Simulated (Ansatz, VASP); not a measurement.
AlN: VASP beside Ansatz

```
CELL_PARAMETERS angstrom
3.06311 0.00000 0.00000
-1.53155 2.65273 0.00000
0.00000 0.00000 4.90274
ATOMIC_POSITIONS crystal
Al 0.32690 0.65381 0.00152
Al 0.67310 0.34619 0.50152
N 0.33907 0.67814 0.38348
N 0.66093 0.32186 0.88348
```

Change from the starting cell: mode 5 frozen in at -0.034 Å, equal normal strain along x, y and z -0.0083.

Alike in both runs: task single point; functional LDA; k mesh 9 × 9 × 6; occupations gaussian, width 0.05 eV; no spin polarisation.

|  | VASP | Ansatz |
| --- | --- | --- |
| version | VASP 6.6.1 | Ansatz 0.2.0 |
| potentials or method | VASP PAW LDA potentials, release 64 (Al, N), cutoff 520 eV | scalar-relativistic, plane waves, PAW |
| valence electrons in the cell | 16 | 16 |

|  | VASP | Ansatz | Ansatz less VASP |
| --- | --- | --- | --- |
| gap on the k mesh at the Fermi level (eV) | 4.63 | 4.63 | -0.005 |
| least direct gap on the mesh (eV) | 4.63 | 4.63 | -0.005 |
| pressure (GPa) | 6.2 | 5.5 | -0.68 |
| traceless stress, the component that is largest in VASP (GPa) | -0.27 | -0.24 | +0.029 |
| rms of the force components (eV/Å) | 0.086 | 0.086 | +0.0001 |

LDA's correlation is that of Perdew and Zunger in VASP and of Perdew and Wang (1992) in Ansatz. Atom by atom the forces differ by 0.001 eV/Å (rms over components).
